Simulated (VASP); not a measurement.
# NaLi3S2 in VASP: further runs

Runs on NaLi3S2. Level: PBE+D3(BJ). Tasks: single point.

Program: VASP 6.6.1. These are calculated values, not measurements. Logs are shortened: lines on timing, memory, paths and dates and some standing lists are left out, and cuts for length are marked.

## Step 1: The cell of the first run

The cell holds a disordered packing, 24 atoms: a = 7.278 Å, b = 7.261 Å, c = 7.353 Å, α = 85.16°, β = 90.55°, γ = 88.38°.

## Step 2: Single point, PBE+D3(BJ)

INCAR

```
SYSTEM = NaLi3S2
PREC = Accurate
ENCUT = 520
EDIFF = 1E-7
ISMEAR = 0
SIGMA = 0.1
LREAL = Auto
LASPH = .TRUE.
NELM = 60
ALGO = Normal
ISIF = 2
LWAVE = .FALSE.
LCHARG = .TRUE.
GGA = PE
IVDW = 12
LELF = .TRUE.
LVHAR = .TRUE.
NBANDS = 74
ISYM = 0
```

KPOINTS

```
Automatic mesh
0
Gamma
  2 2 2
  0.5 0.5 0.5
```

POSCAR

```
NaLi3S2
1.0
    7.2775592624      0.1037229614     -0.0358133246
    0.1033120181      7.2538910761      0.3143234768
   -0.0387418853      0.3031607060      7.3464106953
Li S Na
12 8 4
Direct
    0.0529288664      0.7434991759      0.2923413625
    0.2331150606      0.9406308282      0.5535179171
    0.5065603704      0.0244200354      0.9701172550
    0.5331328617      0.7628623939      0.3580399451
    0.1761174476      0.3610596061      0.8118144411
    0.2177702951      0.3900547702      0.4525106562
    0.4499943205      0.5817272397      0.6484346376
    0.3452463981      0.2979397388      0.1545163236
    0.5765246375      0.0865432380      0.3511584369
    0.8737034378      0.4498754272      0.4706107869
    0.6272475614      0.2129562135      0.6472636832
    0.0029222765      0.1191143259      0.3025587303
    0.1096150415      0.6372313789      0.6138603590
    0.2904657440      0.9671988412      0.2149808462
    0.5304318977      0.8977837323      0.6690053856
    0.0017686310      0.1701288829      0.6237574076
    0.0531449676      0.4418935727      0.1567580627
    0.5019368086      0.3583876390      0.8885222856
    0.7796014425      0.9156051178      0.1721198128
    0.5449322702      0.4200684318      0.3901065063
    0.8727393916      0.8460850022      0.7724752020
    0.2698530988      0.7075235889      0.9561384038
    0.7067385565      0.5734300120      0.0791602853
    0.8571750452      0.2185355099     -0.0421441288
```

Potentials or basis: VASP PAW PBE potentials, release 64 (Li_sv, S, Na_pv).

Command:

```
$ cat potpaw_PBE.64/Li_sv/POTCAR potpaw_PBE.64/S/POTCAR potpaw_PBE.64/Na_pv/POTCAR > POTCAR
$ mpirun -np 1 vasp_std > vasp.out
```

OUTCAR:

```text
SYSTEM = NaLi3S2
   PREC = Accurate
   ENCUT = 520
   EDIFF = 1E-7
   ISMEAR = 0
   LREAL = Auto
   LASPH = .TRUE.
   NELM = 60
   ISIF = 2
   GGA = PE
   IVDW = 12
   ISYM = 0
 IVDW          = 12

 ion  position               nearest neighbor table
   1  0.053  0.743  0.292-  19 2.44  14 2.44  13 2.45  17 2.48
   2  0.233  0.941  0.554-  15 2.32  13 2.41  16 2.43  14 2.52
   3  0.507  0.024  0.970-  14 2.42  18 2.45  15 2.47  19 2.54
   4  0.533  0.763  0.358-   9 2.38  14 2.45  20 2.48  19 2.49   7 2.50  15 2.56
   5  0.176  0.361  0.812-  13 2.41  16 2.42  18 2.43
   6  0.218  0.390  0.453-  13 2.36  20 2.44  17 2.47   8 2.52  10 2.54  16 2.54
   7  0.450  0.582  0.648-  18 2.31  15 2.40  20 2.41   4 2.50  13 2.51
   8  0.345  0.298  0.155-  18 2.29  17 2.34  14 2.45  20 2.49   6 2.52   9 2.59
   9  0.577  0.087  0.351-   4 2.38  19 2.38  11 2.46  20 2.47  14 2.51   8 2.59  15 2.64
  10  0.874  0.450  0.471-  16 2.40  20 2.48  13 2.50   6 2.54  17 2.67
  11  0.627  0.213  0.647-  18 2.32  20 2.38  15 2.41   9 2.46
  12  0.003  0.119  0.303-  16 2.42  14 2.45  19 2.47  17 2.53
  13  0.110  0.637  0.614-   6 2.36   2 2.41   5 2.41   1 2.45  10 2.50   7 2.51  21 2.61
  14  0.290  0.967  0.215-   3 2.42   1 2.44   4 2.45   8 2.45  12 2.45   9 2.51   2 2.52
  15  0.530  0.898  0.669-   2 2.32   7 2.40  11 2.41   3 2.47   4 2.56  21 2.61   9 2.64
  16  0.002  0.170  0.624-  10 2.40   5 2.42  12 2.42   2 2.43   6 2.54  21 2.71  24 2.73
  17  0.053  0.442  0.157-   8 2.34   6 2.47   1 2.48  12 2.53  10 2.67  24 2.70  23 2.71
  18  0.502  0.358  0.889-   8 2.29   7 2.31  11 2.32   5 2.43   3 2.45  23 2.66  24 2.78
  19  0.780  0.916  0.172-   9 2.38   1 2.44  12 2.47   4 2.49   3 2.54  24 2.67  23 2.70
  20  0.545  0.420  0.390-  11 2.38   7 2.41   6 2.44   9 2.47  10 2.48   4 2.48   8 2.49  23 2.75

  21  0.873  0.846  0.772-  15 2.61  13 2.61  16 2.71
  22  0.270  0.708  0.956-
  23  0.707  0.573  0.079-  18 2.66  19 2.70  17 2.71  20 2.75
  24  0.857  0.219  0.958-  19 2.67  17 2.70  16 2.73  18 2.78

IMPORTANT INFORMATION: All symmetrisations will be switched off!
NOSYMM: (Re-)initialisation of all symmetry stuff for point group C_1.

----------------------------------------------------------------------------------------

                                     Primitive cell

  volume of cell :     387.0369

  direct lattice vectors                    reciprocal lattice vectors
     7.277559262  0.103722961 -0.035813325     0.137441074 -0.001992445  0.000807028
     0.103312018  7.253891076  0.314323477    -0.001996834  0.138132945 -0.005710795
    -0.038741885  0.303160706  7.346410695     0.000755454 -0.005919868  0.136369171

  length of vectors
     7.278386488  7.261432942  7.352765293     0.137457885  0.138265364  0.136499694

  position of ions in fractional coordinates (direct lattice)
     0.052928866  0.743499176  0.292341362
     0.233115061  0.940630828  0.553517917
     0.506560370  0.024420035  0.970117255
     0.533132862  0.762862394  0.358039945
     0.176117448  0.361059606  0.811814441
     0.217770295  0.390054770  0.452510656
[... 16 lines left out ...]
     0.706738556  0.573430012  0.079160285
     0.857175045  0.218535510  0.957855871

  ion indices of the primitive-cell ions
   primitive index   ion index
                 1           1
                 2           2
                 3           3
                 4           4
                 5           5
                 6           6
[... 16 lines left out ...]
                23          23
                24          24

----------------------------------------------------------------------------------------

 KPOINTS: Automatic mesh

Automatic generation of k-mesh.
 Grid dimensions read from file:
 generate k-points for:    2    2    2

 Generating k-lattice:

  Cartesian coordinates                     Fractional coordinates (reciprocal lattice)
     0.068720537 -0.000996223  0.000403514     0.500000000 -0.000000000  0.000000000
    -0.000998417  0.069066472 -0.002855397     0.000000000  0.500000000  0.000000000
     0.000377727 -0.002959934  0.068184586     0.000000000 -0.000000000  0.500000000

  Length of vectors
     0.068728942  0.069132682  0.068249847

  Shift w.r.t. Gamma in fractional coordinates (k-lattice)
     0.500000000  0.500000000  0.500000000

 Subroutine IBZKPT returns following result:
 ===========================================

 Found      4 irreducible k-points:

 Following reciprocal coordinates:
            Coordinates               Weight
  0.250000  0.250000  0.250000      2.000000
 -0.250000  0.250000  0.250000      2.000000
  0.250000 -0.250000  0.250000      2.000000
 -0.250000 -0.250000  0.250000      2.000000
   k-points           NKPTS =      4   k-points in BZ     NKDIM =      4   number of bands    NBANDS=     74
   number of dos      NEDOS =    301   number of ions     NIONS =     24
   total plane-waves  NPLWV = 163296
   dimension x,y,z NGX =    54 NGY =   54 NGZ =   56
   dimension x,y,z NGXF=   108 NGYF=  108 NGZF=  112
   ions per type =              12   8   4
   NGX,Y,Z   is equivalent  to a cutoff of  12.33, 12.36, 12.66 a.u.
   NGXF,Y,Z  is equivalent  to a cutoff of  24.67, 24.73, 25.32 a.u.
 SYSTEM =  NaLi3S2
   PREC   = accura    normal or accurate (medium, high low for compatibility)
   ISTART =      0    job   : 0-new  1-cont  2-samecut
   ICHARG =      2    charge: 1-file 2-atom 10-const
   ISPIN  =      1    spin polarized calculation?
   LNONCOLLINEAR =      F non collinear calculations
   LSORBIT =      F    spin-orbit coupling
   LASPH  =      T    aspherical Exc in radial PAW
   ENCUT  =  520.0 eV  38.22 Ry    6.18 a.u.  13.53 13.50 13.67*2*pi/ulx,y,z
   NELM   =     60;   NELMIN=  2; NELMDL= -5     # of ELM steps
   EDIFF  = 0.1E-06   stopping-criterion for ELM
   LREAL  =      T    real-space projection
   EDIFFG = 0.1E-05   stopping-criterion for IOM
   NSW    =      0    number of steps for IOM
   IBRION =     -1    ionic relax: 0-MD 1-quasi-New 2-CG
   NFREE  =      0    steps in history (QN), initial steepest desc. (CG)
   ISIF   =      2    stress and relaxation
   ISYM   =      0    0-nonsym 1-usesym 2-fastsym
   POTIM  = 0.5000    time-step for ionic-motion
   TEBEG  =    0.0;   TEEND  =   0.0 temperature during run
   PSTRESS=    0.0 pullay stress
   NELECT =     112.0000    total number of electrons
   NUPDOWN=      -1.0000    fix difference up-down
   EMIN   =  10.00;   EMAX   =-10.00  energy-range for DOS
   EFERMI =   0.00;   METHOD = LEGACY
   ISMEAR =     0;   SIGMA  =   0.10  broadening in eV -4-tet -1-fermi 0-gaus
   EFERMI_NEDOS =   21; number of points for ismear=-14 and -15
   IALGO  =     38    algorithm
   IMIX   =      4    mixing-type and parameters
     AMIX     =   0.40;   BMIX     =  1.00
     AMIX_MAG =   1.60;   BMIX_MAG =  1.00
  volume/ion in A,a.u.               =      16.13       108.83
  Fermi-wavevector in a.u.,A,eV,Ry     =   1.082838  2.046267 15.953341  1.172537
  Thomas-Fermi vector in A             =   2.218889
   LORBIT       =      0    0 simple, 1 ext, 2 COOP (PROOUT), +10 PAW based schemes
   GGA     = PE    functional components
   LHFCALC =     F    Hartree Fock is set to
   AEXX    =    0.0000 exact exchange contribution
   IVDW    =    12    specifies the selected vdW correction
   LEPSILON=     F    determine dielectric tensor
   LRPA    =     F    only Hartree local field effects (RPA)
 non-spin polarized calculation
 Gauss-broadening in eV      SIGMA  =   0.10
  energy-cutoff  :      520.00
  volume of cell :      387.04
 maximum number of plane-waves:     10442
 NGX is ok and might be reduce to    54
   NGX = 27   NGY = 27   NGZ = 27

 number of electron     112.0000007 magnetization

 Free energy of the ion-electron system (eV)
  ---------------------------------------------------
  ext. energy  EPLUGINS =         0.00000000
  ---------------------------------------------------
  free energy    TOTEN  =       -89.59529838 eV

  energy without entropy =      -89.59529838  energy(sigma->0) =      -89.59529838

 E-fermi :   2.1395     XC(G=0):  -8.6078

 val. band max:        1.6967761089   @ k =  -0.2500   0.2500   0.2500
 cond. band min:       5.6138512650   @ k =  -0.2500   0.2500   0.2500
 fundamental gap:      3.9170751561
 Fermi energy:         2.1395091683

 k-point     1 :       0.2500    0.2500    0.2500
  band No.  band energies     occupation
      1     -42.8928      2.00000
      2     -42.8518      2.00000
      3     -42.8402      2.00000
      4     -42.8132      2.00000
      5     -42.6562      2.00000
      6     -42.6389      2.00000
[... 60 lines left out ...]
     67       8.0546      0.00000
     68       8.1672      0.00000

 k-point     2 :      -0.2500    0.2500    0.2500
  band No.  band energies     occupation
      1     -42.8928      2.00000
      2     -42.8518      2.00000
      3     -42.8402      2.00000
      4     -42.8132      2.00000
      5     -42.6562      2.00000
      6     -42.6389      2.00000
[... 60 lines left out ...]
     67       7.9143      0.00000
     68       8.0374      0.00000

 k-point     3 :       0.2500   -0.2500    0.2500
  band No.  band energies     occupation
      1     -42.8928      2.00000
      2     -42.8518      2.00000
      3     -42.8402      2.00000
      4     -42.8132      2.00000
      5     -42.6562      2.00000
      6     -42.6389      2.00000
[... 60 lines left out ...]
     67       7.8870      0.00000
     68       8.1018      0.00000

 k-point     4 :      -0.2500   -0.2500    0.2500
  band No.  band energies     occupation
      1     -42.8928      2.00000
      2     -42.8518      2.00000
      3     -42.8402      2.00000
      4     -42.8132      2.00000
      5     -42.6562      2.00000
      6     -42.6389      2.00000
[... 60 lines left out ...]
     67       7.9049      0.00000
     68       8.0023      0.00000
 [bands above 68 left out]

------------------------ aborting loop because EDIFF is reached ----------------------------------------

 Edisp (eV)   -6.59385

 E8    (eV) :    -2.6930

  FORCE on cell =-STRESS in cart. coord.  units (eV):
  Direction    XX          YY          ZZ          XY          YZ          ZX
  --------------------------------------------------------------------------------------
  -------------------------------------------------------------------------------------
  Total      -0.01150    -0.03026    -0.07743    -0.02105     0.02863    -0.01070
  in kB      -0.04762    -0.12527    -0.32052    -0.08715     0.11853    -0.04431
  external pressure =       -0.16 kB  Pullay stress =        0.00 kB

 VOLUME and BASIS-vectors are now :
 -----------------------------------------------------------------------------
  energy-cutoff  :      520.00
  volume of cell :      387.04
      direct lattice vectors                 reciprocal lattice vectors
     7.277559262  0.103722961 -0.035813325     0.137441074 -0.001992445  0.000807028
     0.103312018  7.253891076  0.314323477    -0.001996834  0.138132945 -0.005710795
    -0.038741885  0.303160706  7.346410695     0.000755454 -0.005919868  0.136369171

 POSITION                                       TOTAL-FORCE (eV/Angst)
 -----------------------------------------------------------------------------------
      0.45068      5.48738      2.37946         0.006352     -0.002476      0.001748
      1.77224      7.01522      4.35368         0.004753     -0.001773     -0.012854
      3.65146      0.52378      7.11641         0.008432      0.000319      0.007045
      3.94485      5.69756      2.85100        -0.000062      0.013093     -0.006779
      1.28756      2.88346      6.07110         0.012829      0.005971     -0.005636
      1.60760      2.98919      3.43913        -0.002393     -0.005456      0.000562
[... 16 lines left out ...]
      5.19951      4.25690      0.73648         0.006758      0.011506      0.005833
      6.22361      1.96453      7.07480        -0.003958     -0.000483     -0.000252
 -----------------------------------------------------------------------------------
    total drift:                                0.005720      0.011991     -0.004779

  FREE ENERGIE OF THE ION-ELECTRON SYSTEM (eV)
  ---------------------------------------------------
  free  energy   TOTEN  =       -96.1891443118 eV

  energy  without entropy=      -96.1891443118  energy(sigma->0) =      -96.18914431
```

It took 6.5 min on 1 thread of Oxide Virtual Turin-like, shared host; peak memory 0.37 GiB.

Results:

| Item | Value |
| --- | --- |
| Free energy | -96.1891 eV |
| Largest force | 0.016 eV/Å |
| Band gap on the k mesh | 3.92 eV |
| Dispersion energy per atom | -0.275 eV |

Forces on the atoms (eV/Å):
```
Li   0.006 -0.002  0.002
Li   0.005 -0.002 -0.013
Li   0.008  0.000  0.007
Li   0.000  0.013 -0.007
Li   0.013  0.006 -0.006
Li  -0.002 -0.005  0.001
Li  -0.008 -0.009 -0.007
Li  -0.013 -0.004  0.009
Li  -0.009  0.005  0.009
Li   0.003  0.005  0.003
Li  -0.009  0.005 -0.011
Li   0.004  0.003 -0.002
S    0.005  0.000 -0.005
S    0.003  0.006  0.003
S   -0.004  0.011  0.010
S   -0.002 -0.006  0.002
S    0.003 -0.002  0.000
S   -0.001 -0.011  0.004
S   -0.001 -0.008 -0.001
S   -0.001 -0.004  0.000
Na   0.002 -0.010  0.007
Na  -0.006  0.000 -0.010
Na   0.007  0.012  0.006
Na  -0.004  0.000  0.000
```

Levels at points of the mesh, in eV from the valence-band top:
```tsv
k point	band 54	band 55	band 56	band 57	band 58	band 59
(0.25, 0.25, 0.25)	-0.37	-0.18	-0.13	4.02	4.20	4.49
```

Caveat: the cutoff is under 1.25 times the usual one of these potentials, so pressure, stress and relaxed cells hold a basis-set (Pulay) error.

## Step 3: Single point, PBE+D3(BJ)

INCAR

```
SYSTEM = NaLi3S2
  PREC = Accurate
  ENCUT = 520
  EDIFF = 1E-6
  ISMEAR = 0
  SIGMA = 0.02
  LREAL = Auto
  LASPH = .True.
  NELM = 80
  ALGO = Normal
  ISIF = 2
  LWAVE = .False.
  LCHARG = .True.
  GGA = PE
  IVDW = 12
  LELF = .True.
  LVHAR = .True.
  NBANDS = 74
```

KPOINTS

```
regular mesh
0
Gamma
  3 3 3
  0 0 0
```

Changes to POSCAR since step 2:

```diff
@@ -2,5 +2,5 @@
 1.0
-    7.2775592624      0.1037229614     -0.0358133246
-    0.1033120181      7.2538910761      0.3143234768
-   -0.0387418853      0.3031607060      7.3464106953
+    7.2775590000      0.1037230000     -0.0358130000
+    0.1033120000      7.2538910000      0.3143230000
+   -0.0387420000      0.3031610000      7.3464110000
 Li S Na
@@ -31,2 +31,2 @@
     0.7067385565      0.5734300120      0.0791602853
-    0.8571750452      0.2185355099     -0.0421441288
+    0.8571750452      0.2185355099      0.9578558712
```

Potentials or basis: VASP PAW PBE potentials, release 64 (Li_sv, S, Na_pv).

Command:

```
$ cat potpaw_PBE.64/Li_sv/POTCAR potpaw_PBE.64/S/POTCAR potpaw_PBE.64/Na_pv/POTCAR > POTCAR
$ mpirun -np 1 vasp_std > vasp.out
```

It took 17 min on 1 thread of Oxide Virtual Turin-like, shared host; peak memory 0.49 GiB.

Results (log left out):

| Item | Value |
| --- | --- |
| Free energy | -96.1529 eV |
| Largest force | 0.030 eV/Å |
| Band gap on the k mesh | 3.09 eV |
| Dispersion energy per atom | -0.275 eV |

Forces in eV/Å, atoms in the order of the input:
```
Li   0.005 -0.002  0.001
Li   0.005 -0.006 -0.016
Li   0.009  0.001  0.006
Li  -0.001  0.010 -0.008
Li   0.013  0.007 -0.004
Li  -0.002 -0.003 -0.002
Li  -0.009 -0.008 -0.009
Li  -0.014 -0.004  0.007
Li  -0.014  0.006  0.010
Li  -0.001  0.004  0.002
Li  -0.009  0.005 -0.009
Li   0.009  0.003 -0.001
S    0.024  0.005 -0.007
S    0.003  0.023  0.020
S   -0.003  0.005  0.017
S   -0.017 -0.012  0.004
S    0.001  0.000 -0.008
S   -0.009 -0.022  0.008
S    0.001 -0.018 -0.011
S    0.010  0.005 -0.003
Na   0.002 -0.008  0.008
Na  -0.006 -0.001 -0.012
Na   0.008  0.012  0.008
Na  -0.004  0.000 -0.001
```

Levels at points of the mesh, in eV from the valence-band top:
```tsv
k point	band 52	band 53	band 54	band 55	band 56	band 57	band 58	band 59	band 60	band 61
(0.00, 0.00, 0.00)	-0.65	-0.63	-0.24	-0.06	0.00	3.09	4.42	4.63	4.70	4.92
```

Caveat: the cutoff is under 1.25 times the usual one of these potentials, so pressure, stress and relaxed cells hold a basis-set (Pulay) error; the atoms stand as in a frame of molecular dynamics.

## Step 4: Single point, PBE+D3(BJ)

INCAR

```
SYSTEM = NaLi3S2
PREC = Accurate
ENCUT = 520
EDIFF = 1E-7
ISMEAR = 0
SIGMA = 0.1
LREAL = Auto
LASPH = .TRUE.
NELM = 60
ALGO = Normal
ISIF = 2
LWAVE = .FALSE.
LCHARG = .FALSE.
GGA = PE
IVDW = 12
NBANDS = 74
ISYM = 0
```

KPOINTS

```
Automatic mesh
0
G
  3 3 3
  0 0 0
```

Changes to POSCAR since step 3:

```diff
@@ -2,5 +2,5 @@
 1.0
-    7.2775590000      0.1037230000     -0.0358130000
-    0.1033120000      7.2538910000      0.3143230000
-   -0.0387420000      0.3031610000      7.3464110000
+    7.2775592624      0.1037229614     -0.0358133246
+    0.1033120181      7.2538910761      0.3143234768
+   -0.0387418853      0.3031607060      7.3464106953
 Li S Na
```

Command:

```
$ cat potpaw_PBE.64/Li_sv/POTCAR potpaw_PBE.64/S/POTCAR potpaw_PBE.64/Na_pv/POTCAR > POTCAR
$ mpirun -np 1 vasp_std > vasp.out
```

Wall time 19 min (1 thread of Oxide Virtual Turin-like, shared host); peak memory 0.49 GiB.

It converged, with:

```
Free energy                : -96.1529 eV
Largest force              : 0.031 eV/Å
Band gap on the k mesh     : 3.09 eV
Dispersion energy per atom : -0.275 eV
```

Forces in eV/Å, atoms in the order of the input:
```
Li   0.005 -0.002  0.001
Li   0.005 -0.006 -0.016
Li   0.009  0.001  0.006
Li  -0.001  0.010 -0.008
Li   0.013  0.007 -0.004
Li  -0.002 -0.003 -0.002
Li  -0.010 -0.008 -0.009
Li  -0.014 -0.004  0.007
Li  -0.013  0.006  0.010
Li  -0.001  0.004  0.002
Li  -0.009  0.005 -0.009
Li   0.009  0.003 -0.001
S    0.024  0.005 -0.007
S    0.003  0.023  0.020
S   -0.004  0.005  0.017
S   -0.017 -0.012  0.004
S    0.002  0.000 -0.008
S   -0.009 -0.022  0.007
S    0.001 -0.018 -0.011
S    0.010  0.005 -0.002
Na   0.002 -0.008  0.007
Na  -0.006 -0.001 -0.012
Na   0.008  0.012  0.008
Na  -0.004  0.000 -0.001
```

Levels at points of the mesh, in eV from the valence-band top:
| k point | band 53 | band 54 | band 55 | band 56 | band 57 | band 58 | band 59 | band 60 |
| --- | --- | --- | --- | --- | --- | --- | --- | --- |
| (0.00, 0.00, 0.00) | -0.63 | -0.24 | -0.06 | 0.00 | 3.09 | 4.42 | 4.63 | 4.70 |

Caveat: the cutoff is under 1.25 times the usual one of these potentials, so pressure, stress and relaxed cells hold a basis-set (Pulay) error; the atoms stand as in a frame of molecular dynamics.

## Step 5: Summary

```tsv
k mesh	smearing	gap on the mesh (eV)	largest force (eV/Å)
2 × 2 × 2, shifted	gaussian 0.1 eV	3.92	0.02
3 × 3 × 3	gaussian 0.02 eV	3.09	0.03
3 × 3 × 3	gaussian 0.1 eV	3.09	0.03
```

Alike in all rows: task single point; level PBE+D3(BJ); potentials or basis VASP PAW PBE potentials, release 64 (Li_sv, S, Na_pv); no spin polarisation; cell as given; cutoff (eV) 520.

Caveats: the cutoff is under 1.25 times the usual one of these potentials, so pressure, stress and relaxed cells hold a basis-set (Pulay) error; the atoms stand as in a frame of molecular dynamics (at least some runs).

Total energies depend on the potentials used, so only differences within one code and one set of settings carry meaning.
